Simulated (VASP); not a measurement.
# Zn5O2 (P3m1) in VASP: notebook

The runs below take Zn5O2 through single point, with PBE.

All numbers are computed with VASP 6.6.1; they aren't measurements. Logs are shortened: lines on timing, memory, paths and dates and some standing lists are left out, and cuts for length are marked.

### 1 The cell of the first run

Symmetry: P3m1, No. 156, trigonal system. Conventional cell: a = 3.004 Å, b = 3.004 Å, c = 11.521 Å, α = 90.00°, β = 90.00°, γ = 120.00°. Zn (site symmetry 3m) has 3 O at 1.98 Å and 3 Zn at 2.68 Å within 2.7 Å. Within 2.5 Å of Zn (site symmetry 3m) lie 4 O at 1.90 to 1.95 Å. Zn (site symmetry 3m) has 1 O at 1.91 Å and 3 Zn at 2.56 Å within 2.6 Å. Zn (site symmetry 3m) has 12 Zn at 2.62 to 3.00 Å and 3 O at 3.46 Å within 3.5 Å. Zn (site symmetry 3m) has 12 Zn at 2.56 to 3.00 Å within 3.4 Å. Within 2.5 Å of O (site symmetry 3m) lie 4 Zn at 1.90 to 1.98 Å. O (site symmetry 3m) has 4 Zn at 1.91 to 1.95 Å within 2.5 Å.

### 2 Single point, PBE (12.86 Å³/atom)

File INCAR:

```
SYSTEM = Zn5O2
PREC = Accurate
ENCUT = 520
EDIFF = 1E-6
ISMEAR = 0
SIGMA = 0.1
LREAL = .FALSE.
LASPH = .TRUE.
NELM = 100
ALGO = Normal
ISIF = 2
LWAVE = .FALSE.
LCHARG = .FALSE.
GGA = PE
NBANDS = 45
```

File KPOINTS:

```
Automatic mesh
0
G
  12 12 4
  0 0 0
```

File POSCAR:

```
Zn5O2
1.0
    3.0039746893      0.0000000000      0.0000000000
   -1.5019873446      2.6015183933      0.0000000000
    0.0000000000      0.0000000000     11.5212741761
Zn O
5 2
Direct
    0.3333333333      0.6666666667      0.4910236902
    0.0000000000      0.0000000000      0.2439731057
    0.6666666667      0.3333333333      0.0018622134
    0.6666666667      0.3333333333      0.6683813643
    0.3333333333      0.6666666667      0.8384764279
    0.0000000000      0.0000000000      0.4088679879
    0.6666666667      0.3333333333      0.1674152107
```

Potentials or basis: VASP PAW PBE potentials, release 64 (Zn, O).

Run with:

```bash
$ cat potpaw_PBE.64/Zn/POTCAR potpaw_PBE.64/O/POTCAR > POTCAR
$ mpirun -np 1 vasp_std > vasp.out
```

OUTCAR:

```text
SYSTEM = Zn5O2
   PREC = Accurate
   ENCUT = 520
   EDIFF = 1E-6
   ISMEAR = 0
   LREAL = .FALSE.
   LASPH = .TRUE.
   NELM = 100
   ISIF = 2
   GGA = PE

 ion  position               nearest neighbor table
   1  0.333  0.667  0.491-   6 1.98   6 1.98   6 1.98   4 2.68   4 2.68   4 2.68
   2  0.000  0.000  0.244-   6 1.90   7 1.95   7 1.95   7 1.95
   3  0.667  0.333  0.002-   7 1.91   5 2.56   5 2.56   5 2.56
   4  0.667  0.333  0.668-   5 2.62   5 2.62   5 2.62   1 2.68   1 2.68   1 2.68
   5  0.333  0.667  0.838-   3 2.56   3 2.56   3 2.56   4 2.62   4 2.62   4 2.62
   6  0.000  0.000  0.409-   2 1.90   1 1.98   1 1.98   1 1.98
   7  0.667  0.333  0.167-   3 1.91   2 1.95   2 1.95   2 1.95

  LATTYP: Found a hexagonal cell.
 ALAT       =     3.0039746893
 C/A-ratio  =     3.8353432927

  Lattice vectors:

 A1 = (   3.0039746893,   0.0000000000,   0.0000000000)
 A2 = (  -1.5019873446,   2.6015183933,   0.0000000000)
 A3 = (   0.0000000000,   0.0000000000,  11.5212741761)

Analysis of symmetry for initial positions (statically):
=====================================================================
 Subroutine PRICEL returns:
 Original cell was already a primitive cell.

 Routine SETGRP: Setting up the symmetry group for a
 hexagonal supercell.

 Subroutine GETGRP returns: Found  6 space group operations
 (whereof  6 operations were pure point group operations)
 out of a pool of 24 trial point group operations.

The static configuration has the point symmetry C_3v.

Analysis of symmetry for dynamics (positions and initial velocities):
=====================================================================
 Subroutine PRICEL returns:
 Original cell was already a primitive cell.

 Routine SETGRP: Setting up the symmetry group for a
 hexagonal supercell.

 Subroutine GETGRP returns: Found  6 space group operations
 (whereof  6 operations were pure point group operations)
 out of a pool of 24 trial point group operations.

The dynamic configuration has the point symmetry C_3v.

 Subroutine INISYM returns: Found  6 space group operations
 (whereof  6 operations are pure point group operations),
 and found     1 'primitive' translations

----------------------------------------------------------------------------------------

                                     Primitive cell

  volume of cell :      90.0376

  direct lattice vectors                    reciprocal lattice vectors
     3.003974689  0.000000000  0.000000000     0.332892286  0.192195451  0.000000000
    -1.501987345  2.601518393  0.000000000     0.000000000  0.384390901  0.000000000
     0.000000000  0.000000000 11.521274176     0.000000000  0.000000000  0.086795955

  length of vectors
     3.003974689  3.003974689 11.521274176     0.384390901  0.384390901  0.086795955

  position of ions in fractional coordinates (direct lattice)
     0.333333333  0.666666667  0.491023690
     0.000000000  0.000000000  0.243973106
     0.666666667  0.333333333  0.001862213
     0.666666667  0.333333333  0.668381364
     0.333333333  0.666666667  0.838476428
     0.000000000  0.000000000  0.408867988
     0.666666667  0.333333333  0.167415211

  ion indices of the primitive-cell ions
   primitive index   ion index
                 1           1
                 2           2
                 3           3
                 4           4
                 5           5
                 6           6
                 7           7

----------------------------------------------------------------------------------------

 KPOINTS: Automatic mesh

Automatic generation of k-mesh.
 Grid dimensions read from file:
 generate k-points for:   12   12    4

 Generating k-lattice:

  Cartesian coordinates                     Fractional coordinates (reciprocal lattice)
     0.027741024  0.016016288  0.000000000     0.083333333  0.000000000  0.000000000
     0.000000000  0.032032575  0.000000000     0.000000000  0.083333333  0.000000000
     0.000000000  0.000000000  0.021698989     0.000000000  0.000000000  0.250000000

  Length of vectors
     0.032032575  0.032032575  0.021698989

  Shift w.r.t. Gamma in fractional coordinates (k-lattice)
     0.000000000  0.000000000  0.000000000

 Subroutine IBZKPT returns following result:
 ===========================================

 Found     69 irreducible k-points:

 Following reciprocal coordinates:
            Coordinates               Weight
  0.000000  0.000000  0.000000      1.000000
  0.083333  0.000000  0.000000      6.000000
  0.166667  0.000000  0.000000      6.000000
  0.250000  0.000000  0.000000      6.000000
  0.333333  0.000000  0.000000      6.000000
  0.416667  0.000000  0.000000      6.000000
[... 16 lines left out ...]
  0.166667  0.000000  0.250000      6.000000
  0.000000  0.166667  0.250000      6.000000
 [... further k-points ...]
   k-points           NKPTS =     69   k-points in BZ     NKDIM =     69   number of bands    NBANDS=     45
   number of dos      NEDOS =    301   number of ions     NIONS =      7
   total plane-waves  NPLWV =  51840
   dimension x,y,z NGX =    24 NGY =   24 NGZ =   90
   dimension x,y,z NGXF=    48 NGYF=   48 NGZF=  180
   ions per type =               5   2
   NGX,Y,Z   is equivalent  to a cutoff of  13.28, 13.28, 12.99 a.u.
   NGXF,Y,Z  is equivalent  to a cutoff of  26.56, 26.56, 25.97 a.u.
 SYSTEM =  Zn5O2
   PREC   = accura    normal or accurate (medium, high low for compatibility)
   ISTART =      0    job   : 0-new  1-cont  2-samecut
   ICHARG =      2    charge: 1-file 2-atom 10-const
   ISPIN  =      1    spin polarized calculation?
   LNONCOLLINEAR =      F non collinear calculations
   LSORBIT =      F    spin-orbit coupling
   LASPH  =      T    aspherical Exc in radial PAW
   ENCUT  =  520.0 eV  38.22 Ry    6.18 a.u.   5.59  5.59 21.42*2*pi/ulx,y,z
   NELM   =    100;   NELMIN=  2; NELMDL= -5     # of ELM steps
   EDIFF  = 0.1E-05   stopping-criterion for ELM
   LREAL  =      F    real-space projection
   EDIFFG = 0.1E-04   stopping-criterion for IOM
   NSW    =      0    number of steps for IOM
   IBRION =     -1    ionic relax: 0-MD 1-quasi-New 2-CG
   NFREE  =      0    steps in history (QN), initial steepest desc. (CG)
   ISIF   =      2    stress and relaxation
   ISYM   =      2    0-nonsym 1-usesym 2-fastsym
   POTIM  = 0.5000    time-step for ionic-motion
   TEBEG  =    0.0;   TEEND  =   0.0 temperature during run
   PSTRESS=    0.0 pullay stress
   NELECT =      72.0000    total number of electrons
   NUPDOWN=      -1.0000    fix difference up-down
   EMIN   =  10.00;   EMAX   =-10.00  energy-range for DOS
   EFERMI =   0.00;   METHOD = LEGACY
   ISMEAR =     0;   SIGMA  =   0.10  broadening in eV -4-tet -1-fermi 0-gaus
   EFERMI_NEDOS =   21; number of points for ismear=-14 and -15
   IALGO  =     38    algorithm
   IMIX   =      4    mixing-type and parameters
     AMIX     =   0.40;   BMIX     =  1.00
     AMIX_MAG =   1.60;   BMIX_MAG =  1.00
  volume/ion in A,a.u.               =      12.86        86.80
  Fermi-wavevector in a.u.,A,eV,Ry     =   1.519536  2.871507 31.415727  2.308991
  Thomas-Fermi vector in A             =   2.628509
   LORBIT       =      0    0 simple, 1 ext, 2 COOP (PROOUT), +10 PAW based schemes
   GGA     = PE    functional components
   LHFCALC =     F    Hartree Fock is set to
   AEXX    =    0.0000 exact exchange contribution
   IVDW    =     0    specifies the selected vdW correction
   LEPSILON=     F    determine dielectric tensor
   LRPA    =     F    only Hartree local field effects (RPA)
 non-spin polarized calculation
 Gauss-broadening in eV      SIGMA  =   0.10
  energy-cutoff  :      520.00
  volume of cell :       90.04
 maximum number of plane-waves:      2473
 NGX is ok and might be reduce to    24
   NGX = 11   NGY = 11   NGZ = 43

 number of electron      71.9999988 magnetization

 Free energy of the ion-electron system (eV)
  ---------------------------------------------------
  ext. energy  EPLUGINS =         0.00000000
  ---------------------------------------------------
  free energy    TOTEN  =       -20.08973554 eV

  energy without entropy =      -20.08321379  energy(sigma->0) =      -20.08647466

 E-fermi :   3.0408     XC(G=0): -11.4558

 val. band max:        3.0381532485   @ k =   0.3333   0.3333   0.5000
 cond. band min:       3.0668445284   @ k =  -0.0833   0.5000   0.2500
 fundamental gap:      0.0286912798
 Fermi energy:         3.0407630767

 k-point     1 :       0.0000    0.0000    0.0000
  band No.  band energies     occupation
      1     -16.6331      2.00000
      2     -16.1988      2.00000
      3      -6.7541      2.00000
      4      -5.4713      2.00000
      5      -5.2168      2.00000
      6      -4.9919      2.00000
[... 37 lines left out ...]
     44      15.8632      0.00000
     45      15.8634      0.00000

 k-point     2 :       0.0833    0.0000    0.0000
  band No.  band energies     occupation
      1     -16.5855      2.00000
      2     -16.1592      2.00000
      3      -6.6088      2.00000
      4      -5.3995      2.00000
      5      -5.1805      2.00000
      6      -4.9570      2.00000
[... 37 lines left out ...]
     44      14.2655      0.00000
     45      15.2181      0.00000

 k-point     3 :       0.1667    0.0000    0.0000
  band No.  band energies     occupation
      1     -16.4527      2.00000
      2     -16.0494      2.00000
      3      -6.1963      2.00000
      4      -5.2506      2.00000
      5      -5.1066      2.00000
      6      -4.8921      2.00000
[... 37 lines left out ...]
     44      13.7959      0.00000
     45      13.9913      0.00000

 k-point     4 :       0.2500    0.0000    0.0000
  band No.  band energies     occupation
      1     -16.2642      2.00000
      2     -15.8951      2.00000
      3      -5.6392      2.00000
      4      -5.1736      2.00000
      5      -5.0698      2.00000
      6      -4.8897      2.00000
[... 901 lines left out ...]
     44      14.2844      0.00000
     45      15.2185      0.00000

 k-point    23 :       0.1667    0.0000    0.2500
  band No.  band energies     occupation
      1     -16.4526      2.00000
      2     -16.0494      2.00000
      3      -6.1869      2.00000
      4      -5.2886      2.00000
      5      -5.0852      2.00000
      6      -4.8749      2.00000
[... 37 lines left out ...]
     44      13.2678      0.00000
     45      13.9025      0.00000

 k-point    24 :       0.0000    0.1667    0.2500
  band No.  band energies     occupation
      1     -16.4526      2.00000
      2     -16.0494      2.00000
      3      -6.1897      2.00000
      4      -5.2671      2.00000
      5      -5.0896      2.00000
      6      -4.8964      2.00000
[... 37 lines left out ...]
     44      13.3392      0.00000
     45      13.9463      0.00000

 [... further k-points ...]

------------------------ aborting loop because EDIFF is reached ----------------------------------------

  FORCE on cell =-STRESS in cart. coord.  units (eV):
  Direction    XX          YY          ZZ          XY          YZ          ZX
  --------------------------------------------------------------------------------------
  -------------------------------------------------------------------------------------
  Total        5.0014728      5.0014728      5.1770999      0.0000000      0.0000000      0.0000000
  in kB       88.9989357     88.9989357     92.1241403      0.0000000      0.0000000      0.0000000
  external PRESSURE =      90.0406705 kB  Pullay stress =       0.0000000 kB

 VOLUME and BASIS-vectors are now :
 -----------------------------------------------------------------------------
  energy-cutoff  :      520.00
  volume of cell :       90.04
      direct lattice vectors                 reciprocal lattice vectors
     3.003974689  0.000000000  0.000000000     0.332892286  0.192195451  0.000000000
    -1.501987345  2.601518393  0.000000000     0.000000000  0.384390901  0.000000000
     0.000000000  0.000000000 11.521274176     0.000000000  0.000000000  0.086795955

 POSITION                                       TOTAL-FORCE (eV/Angst)
 -----------------------------------------------------------------------------------
     -0.00000      1.73435      5.65722         0.000000     -0.000000      0.070740
      0.00000      0.00000      2.81088        -0.000000      0.000000      0.016525
      1.50199      0.86717      0.02146        -0.000000      0.000000     -0.065758
      1.50199      0.86717      7.70060        -0.000000      0.000000     -0.004786
     -0.00000      1.73435      9.66032        -0.000000      0.000000     -0.003806
      0.00000      0.00000      4.71068        -0.000000      0.000000     -0.002110
      1.50199      0.86717      1.92884         0.000000     -0.000000     -0.010805
 -----------------------------------------------------------------------------------
    total drift:                               -0.000002      0.000001      0.001420

  FREE ENERGIE OF THE ION-ELECTRON SYSTEM (eV)
  ---------------------------------------------------
  free  energy   TOTEN  =       -20.0897355352 eV

  energy  without entropy=      -20.0832137890  energy(sigma->0) =      -20.08647466
```

It took 2.5 min on 1 thread of Intel Xeon 6975P-C (Granite Rapids), shared host; peak memory 0.35 GiB.

What came out:

```yaml
Free_energy: -20.0897 eV
Pressure: 9.0 GPa
Largest_force: 0.071 eV/Å
Band_gap_on_the_k_mesh: zero (bands 36 and 37 overlap by 0.93 eV)
```

Forces on the atoms (eV/Å):
```
Zn   0.000  0.000  0.071
Zn   0.000  0.000  0.017
Zn   0.000  0.000 -0.066
Zn   0.000  0.000 -0.005
Zn   0.000  0.000 -0.004
O    0.000  0.000 -0.002
O    0.000  0.000 -0.011
```

Caveat: the cell stands under pressure.

### 3 Single point, PBE

This run uses another cell than the first one, of 14.13 Å³/atom.

File INCAR:

```
SYSTEM = Zn5O2
PREC = Accurate ; ENCUT = 520
EDIFF = 1E-6 ; ISMEAR = 0
SIGMA = 0.1 ; LREAL = .False.
LASPH = .True. ; NELM = 80
ALGO = Normal ; ISIF = 2
LWAVE = .False. ; LCHARG = .False.
GGA = PE ; NBANDS = 45
```

File KPOINTS:

```
regular mesh
0
Gamma
  12 12 4
  0 0 0
```

File POSCAR:

```
Zn5O2
1.0
    3.1394509548      0.0000000000      0.0000000000
   -1.5697254774      2.7188442808      0.0000000000
    0.0000000000      0.0000000000     11.5916231111
Zn O
5 2
Direct
    0.3333333333      0.6666666667      0.4844861005
    0.0000000000      0.0000000000      0.2410777271
    0.6666666667      0.3333333333      0.0033993354
    0.6666666667      0.3333333333      0.6691478489
    0.3333333333      0.6666666667      0.8410879516
    0.0000000000      0.0000000000      0.4092080479
    0.6666666667      0.3333333333      0.1715929886
```

Potentials or basis: VASP PAW PBE potentials, release 64 (Zn, O).

Run with:

```bash
$ cat potpaw_PBE.64/Zn/POTCAR potpaw_PBE.64/O/POTCAR > POTCAR
$ mpirun -np 1 vasp_std > vasp.out
```

Wall time 2.5 min (1 thread of Intel Xeon 6975P-C (Granite Rapids), shared host); peak memory 0.36 GiB.

It converged, with:

```
Free energy            : -20.3294 eV
Pressure               : 0.6 GPa
Largest force          : 0.060 eV/Å
Band gap on the k mesh : zero (bands 36 and 37 overlap by 0.78 eV)
```

Forces on the atoms (eV/Å):
```
Zn   0.000  0.000  0.055
Zn   0.000  0.000  0.008
Zn   0.000  0.000 -0.060
Zn   0.000  0.000 -0.009
Zn   0.000  0.000 -0.005
O    0.000  0.000  0.008
O    0.000  0.000  0.003
```

Stress tensor (GPa, compression positive):
```
0.53 0.00 0.00
0.00 0.53 0.00
0.00 0.00 0.77
```

Levels at points of the mesh, in eV from the Fermi level:
```csv
k point,band 33,band 34,band 35,band 36,band 37,band 38,band 39,band 40
"(0.00, 0.00, 0.00)",-2.09,-2.09,-1.66,-1.66,1.19,1.90,5.24,6.66
"(0.50, 0.00, 0.00)",-3.17,-2.71,-2.41,-1.55,-0.51,1.61,2.51,4.59
"(0.00, 0.00, 0.50)",-2.09,-1.66,-1.66,-1.45,-0.01,3.55,3.78,8.14
"(0.50, 0.00, 0.50)",-3.17,-2.86,-2.41,-1.45,-0.38,1.42,2.38,4.81
```

Caveat: semilocal functionals underestimate gaps, so a narrow gap can read as zero.
